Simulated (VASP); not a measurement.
# NiO (Fm-3m) in VASP: further runs

NiO is run at these levels: PBE+U; tasks: single point, relaxation of cell and atoms.

Everything below comes from runs of VASP 6.6.1. Logs are shortened: lines on timing, memory, paths and dates and some standing lists are left out, and cuts for length are marked.

## (1) The cell of the first run

The structure is cubic, space group Fm-3m (No. 225). Conventional cell: a = 4.268 Å, b = 4.268 Å, c = 4.268 Å, α = 90.00°, β = 90.00°, γ = 90.00°. Ni (site symmetry m-3m) has 6 O at 2.13 Å within 2.8 Å. O (site symmetry m-3m) has 6 Ni at 2.13 Å within 2.8 Å.

## (2) Single point, PBE+U, collinear spin, antiferromagnetic start

INCAR

```
  ALGO = Normal
  EDIFF = 1E-7
  ENCUT = 520
  GGA = PE
  ISIF = 2
  ISMEAR = 0
  ISPIN = 2
  LASPH = True
  LCHARG = False
  LDAU = True
  LDAUJ = 0 0
  LDAUL = 2 -1
  LDAUPRINT = 1
  LDAUTYPE = 2
  LDAUU = 6.2 0
  LMAXMIX = 4
  LORBIT = 11
  LREAL = False
  LWAVE = False
  MAGMOM = 2 -2 0 0
  NBANDS = 28
  NELM = 150
  PREC = Accurate
  SIGMA = 0.05
```

KPOINTS

```
k-points
0
Gamma
  10 10 10
```

POSCAR

```
NiO
1.0
   -2.1337896542     -2.1337896542      4.2675793084
   -4.2675793084     -2.1337896542      2.1337896542
   -2.1337896542     -4.2675793084      2.1337896542
Ni O
2 2
Direct
    0.0000000000      0.0000000000      0.0000000000
    0.5000000000      0.5000000000      0.5000000000
    1.2500000000     -0.7500000000     -0.7500000000
    1.7500000000     -0.2500000000     -0.2500000000
```

Potentials or basis: VASP PAW PBE potentials, release 64 (Ni, O).

Run with:

```console
$ cat potpaw_PBE.64/Ni/POTCAR potpaw_PBE.64/O/POTCAR > POTCAR
$ mpirun -np 1 vasp_std > vasp.out
```

OUTCAR:

```text
EDIFF = 1E-7
   ENCUT = 520
   GGA = PE
   ISIF = 2
   ISMEAR = 0
   ISPIN = 2
   LASPH = True
   LORBIT = 11
   LREAL = False
   NELM = 150
   PREC = Accurate

 ion  position               nearest neighbor table
   1  0.000  0.000  0.000-   4 2.13   4 2.13   4 2.13   3 2.13   3 2.13   3 2.13   2 3.02   2 3.02
                             2 3.02   2 3.02   2 3.02   2 3.02
   2  0.500  0.500  0.500-   3 2.13   3 2.13   3 2.13   4 2.13   4 2.13   4 2.13   1 3.02   1 3.02
                             1 3.02   1 3.02   1 3.02   1 3.02
   3  0.250  0.250  0.250-   1 2.13   1 2.13   1 2.13   2 2.13   2 2.13   2 2.13
   4  0.750  0.750  0.750-   2 2.13   2 2.13   2 2.13   1 2.13   1 2.13   1 2.13

  LATTYP: Found a trigonal (rhomboedric) cell.
 ALAT       =     5.2266958712
 COS(alpha) =     0.8333333333

  Lattice vectors:

 A1 = (  -2.1337896542,  -2.1337896542,   4.2675793084)
 A2 = (  -4.2675793084,  -2.1337896542,   2.1337896542)
 A3 = (  -2.1337896542,  -4.2675793084,   2.1337896542)

Analysis of symmetry for initial positions (statically):
=====================================================================
 Subroutine PRICEL returns following result:

  LATTYP: Found a face centered cubic cell.
 ALAT       =     4.2675793084
[... 12 lines left out ...]
 Subroutine GETGRP returns: Found 12 space group operations
 (whereof 12 operations were pure point group operations)
 out of a pool of 12 trial point group operations.

The static configuration has the point symmetry D_3d.

Analysis of symmetry for dynamics (positions and initial velocities):
=====================================================================
 Subroutine PRICEL returns following result:

  LATTYP: Found a face centered cubic cell.
 ALAT       =     4.2675793084
[... 12 lines left out ...]
 Subroutine GETGRP returns: Found 12 space group operations
 (whereof 12 operations were pure point group operations)
 out of a pool of 12 trial point group operations.

[... 226 lines left out ...]
  o =  0.9800  v = -0.5878  0.1968 -0.0001 -0.7847 -0.0001  0.0000  0.0000  0.0000  0.0000  0.0000      0.0000  0.0000  0.0000  0.0000  0.0000  0.0000  0.0000  0.0000  0.0000  0.0000
  o =  0.9801  v =  0.5774 -0.5774 -0.0000 -0.5774 -0.0000  0.0000  0.0000  0.0000  0.0000  0.0000      0.0000  0.0000  0.0000  0.0000  0.0000  0.0000  0.0000  0.0000  0.0000  0.0000
  o =  0.9819  v =  0.0000  0.0000  0.0000  0.0000  0.0000 -0.5774  0.5774 -0.0000  0.5774 -0.0000      0.0000  0.0000  0.0000  0.0000  0.0000  0.0000  0.0000  0.0000  0.0000  0.0000
  o =  0.9819  v =  0.0000  0.0000  0.0000  0.0000  0.0000  0.5389  0.8007  0.0011 -0.2618 -0.0012      0.0000  0.0000  0.0000  0.0000  0.0000  0.0000  0.0000  0.0000  0.0000  0.0000
  o =  0.9819  v =  0.0000  0.0000  0.0000  0.0000  0.0000 -0.6134  0.1600 -0.0012 -0.7734 -0.0011      0.0000  0.0000  0.0000  0.0000  0.0000  0.0000  0.0000  0.0000  0.0000  0.0000
  o =  1.0227  v =  0.0000  0.0000  0.0000  0.0000  0.0000  0.0000 -0.0011 -0.0248  0.0012 -0.9997      0.0000  0.0000  0.0000  0.0000  0.0000  0.0000  0.0000  0.0000  0.0000  0.0000
  o =  1.0227  v =  0.0000  0.0000  0.0000  0.0000  0.0000 -0.0013 -0.0007  0.9997 -0.0006 -0.0248      0.0000  0.0000  0.0000  0.0000  0.0000  0.0000  0.0000  0.0000  0.0000  0.0000

 number of electron      31.9999988 magnetization       0.0000000

 Free energy of the ion-electron system (eV)
  ---------------------------------------------------
  ext. energy  EPLUGINS =         0.00000000
  ---------------------------------------------------
  free energy    TOTEN  =       -20.40964661 eV

  energy without entropy =      -20.40964661  energy(sigma->0) =      -20.40964661

 E-fermi :   5.7694     XC(G=0): -12.2708

 val. band max:        5.4991472397   @ k =   0.5000   0.5000   0.5000
 cond. band min:       8.4501559205   @ k =   0.0000   0.0000   0.0000
 fundamental gap:      2.9510086808
 Fermi energy:         5.7694271869

 spin component 1

 k-point     1 :       0.0000    0.0000    0.0000
  band No.  band energies     occupation
      1     -12.2699      1.00000
      2     -11.0022      1.00000
      3      -1.0265      1.00000
      4      -0.5718      1.00000
      5      -0.5718      1.00000
      6       1.2326      1.00000
[... 1481 lines left out ...]
     27      24.3062      0.00000
     28      26.7773      0.00000

 [... further k-points ...]

------------------------ aborting loop because EDIFF is reached ----------------------------------------

  FORCE on cell =-STRESS in cart. coord.  units (eV):
  Direction    XX          YY          ZZ          XY          YZ          ZX
  --------------------------------------------------------------------------------------
  -------------------------------------------------------------------------------------
  Total       -2.3404298     -2.3404298     -2.3404298     -0.0108647      0.0108647      0.0108647
  in kB      -96.4920212    -96.4920212    -96.4920212     -0.4479355      0.4479355      0.4479355
  external PRESSURE =     -96.4920212 kB  Pullay stress =       0.0000000 kB

 VOLUME and BASIS-vectors are now :
 -----------------------------------------------------------------------------
  energy-cutoff  :      520.00
  volume of cell :       38.86
      direct lattice vectors                 reciprocal lattice vectors
    -2.133789654 -2.133789654  4.267579308     0.117162439  0.117162439  0.351487317
    -4.267579308 -2.133789654  2.133789654    -0.351487317  0.117162439 -0.117162439
    -2.133789654 -4.267579308  2.133789654     0.117162439 -0.351487317 -0.117162439

 POSITION                                       TOTAL-FORCE (eV/Angst)
 -----------------------------------------------------------------------------------
      0.00000      0.00000      0.00000        -0.000000      0.000000      0.000000
     -4.26758     -4.26758      4.26758        -0.000000      0.000000      0.000000
     -2.13379     -2.13379      2.13379         0.000000     -0.000000     -0.000000
     -6.40137     -6.40137      6.40137        -0.000000     -0.000000     -0.000000
 -----------------------------------------------------------------------------------
    total drift:                                0.000000      0.000000      0.000000

  FREE ENERGIE OF THE ION-ELECTRON SYSTEM (eV)
  ---------------------------------------------------
  free  energy   TOTEN  =       -20.4096466120 eV

  energy  without entropy=      -20.4096466120  energy(sigma->0) =      -20.40964661

 total charge

# of ion       s       p       d       tot
------------------------------------------
    1        0.324   0.375   8.189   8.888
    2        0.324   0.375   8.189   8.888
    3        1.550   3.440   0.000   4.990
    4        1.550   3.440   0.000   4.990
--------------------------------------------------
tot          3.748   7.631  16.379  27.757

 magnetization (x)

# of ion       s       p       d       tot
------------------------------------------
    1       -0.001  -0.004   1.766   1.761
    2        0.001   0.004  -1.766  -1.761
    3        0.000   0.000   0.000   0.000
    4        0.000   0.000   0.000   0.000
--------------------------------------------------
tot          0.000   0.000   0.000   0.000
```

Wall time 15 min (1 thread of Oxide Virtual Turin-like, shared host); peak memory 0.36 GiB.

What came out:

| Quantity | Value |
| --- | --- |
| Free energy | -20.4096 eV |
| Pressure | -9.6 GPa |
| Band gap on the k mesh | 2.95 eV |
| Net moment | 0.00 μB per cell |
| Site moments | Ni +1.76, -1.76; O +0.00 μB |
| Valence electrons inside the program's atomic spheres | Ni 8.89; O 4.99 |

Eigenvalues of the final occupation matrices:
```csv
site,spin,trace,eigenvalues
site 1 d,1,4.99,0.98 0.98 0.98 1.02 1.02
site 1 d,2,3.22,0.14 0.14 0.98 0.98 0.98
site 2 d,1,3.22,0.14 0.14 0.98 0.98 0.98
site 2 d,2,4.99,0.98 0.98 0.98 1.02 1.02
```

Caveat: the cell stands under tension. A k mesh can miss the band edges.

## (3) Relaxation of cell and atoms, PBE+U, collinear spin, antiferromagnetic start

INCAR

```
PREC = Accurate
ENCUT = 600
EDIFF = 1E-6
ISMEAR = 0
SIGMA = 0.05
LREAL = F
LASPH = T
NELM = 150
ALGO = Normal
ISIF = 3
LWAVE = F
LCHARG = F
ISPIN = 2
MAGMOM = 1.86 -1.86 0 0
LORBIT = 11
LMAXMIX = 4
LDAU = T
LDAUTYPE = 2
LDAUL = 2 -1
LDAUU = 6.2 0
LDAUJ = 0 0
LDAUPRINT = 1
GGA = PE
IBRION = 2
NSW = 50
EDIFFG = -0.01
```

KPOINTS

```
regular mesh
0
Gamma
  10 10 10
```

POSCAR is that of step 2.

Potentials or basis: VASP PAW PBE potentials, release 64 (Ni, O).

Run with:

```console
$ cat potpaw_PBE.64/Ni/POTCAR potpaw_PBE.64/O/POTCAR > POTCAR
$ mpirun -np 1 vasp_std > vasp.out
```

It took 24 min on 1 thread of AMD EPYC 9755, shared host; peak memory 0.41 GiB.

The run converged. Its results:

* Free energy: -20.4902 eV
* Relaxed volume: 9.13 Å³/atom
* Relaxed cell: a = 5.119 Å, b = 5.119 Å, c = 5.119 Å, α = 33.57°, β = 33.57°, γ = 33.57°
* Space group after relaxing (to 0.1 Å): Fm-3m (No. 225)
* Energy gained by relaxing: 19.1 meV/atom
* Ionic steps: 3
* Pressure after relaxing: 0.1 GPa
* Band gap on the k mesh: 3.41 eV
* Net moment: 0.00 μB per cell
* Site moments: Ni +1.75, -1.75; O +0.00 μB
* Valence electrons inside the program's atomic spheres: Ni 9.00; O 5.02

Step by step:
| step | energy change (eV) | largest force (eV/Å) | pressure (GPa) | volume (Å³) |
| --- | --- | --- | --- | --- |
| 1 | 0.0000 | 0.0000 | -9.90 | 38.86 |
| 2 | -0.0617 | 0.0000 | 4.93 | 35.58 |
| 3 | -0.0763 | 0.0000 | 0.05 | 36.52 |

Final structure:
```
Ni O
1.0
    -2.08944   -2.08944    4.17974
    -4.17974   -2.08944    2.08944
    -2.08944   -4.17974    2.08944
Ni O
2 2
Direct
  0.00000 0.00000 0.00000
  0.50000 0.50000 0.50000
  0.25000 0.25000 0.25000
  0.75000 0.75000 0.75000
```

Levels at points of the mesh, in eV from the valence-band top:
Spin up:
| k point | band 14 | band 15 | band 16 | band 17 | band 18 | band 19 |
| --- | --- | --- | --- | --- | --- | --- |
| (0.00, 0.00, 0.00) | -0.79 | -0.75 | -0.75 | 3.41 | 4.34 | 4.34 |
| (0.50, 0.00, 0.00) | -1.73 | -1.22 | -0.60 | 4.28 | 4.30 | 9.15 |
| (0.50, 0.50, 0.00) | -1.94 | -0.66 | -0.53 | 4.52 | 4.69 | 7.35 |
| (0.50, 0.50, 0.50) | -1.38 | 0.00 | 0.00 | 4.19 | 4.19 | 6.10 |
Spin down:
```csv
k point,band 12,band 13,band 14,band 15,band 16,band 17,band 18,band 19,band 20
"(0.00, 0.00, 0.00)",-0.79,-0.79,-0.79,-0.75,-0.75,3.41,4.34,4.34,7.35
"(0.50, 0.00, 0.00)",-2.23,-1.84,-1.73,-1.22,-0.60,4.28,4.30,9.15,9.43
"(0.50, 0.50, 0.00)",-2.16,-2.16,-1.94,-0.66,-0.53,4.52,4.69,7.35,7.90
"(0.50, 0.50, 0.50)",-1.91,-1.38,-1.38,0.00,0.00,4.19,4.19,6.10,6.22
```

Eigenvalues of the final occupation matrices:
| site | spin | trace | eigenvalues |
| --- | --- | --- | --- |
| site 1 d | 1 | 5.01 | 0.98 0.98 0.98 1.03 1.03 |
| site 1 d | 2 | 3.26 | 0.16 0.16 0.98 0.98 0.98 |
| site 2 d | 1 | 3.26 | 0.16 0.16 0.98 0.98 0.98 |
| site 2 d | 2 | 5.01 | 0.98 0.98 0.98 1.03 1.03 |

A k mesh can miss the band edges. The state reached can hang on the start; a lower one may exist.
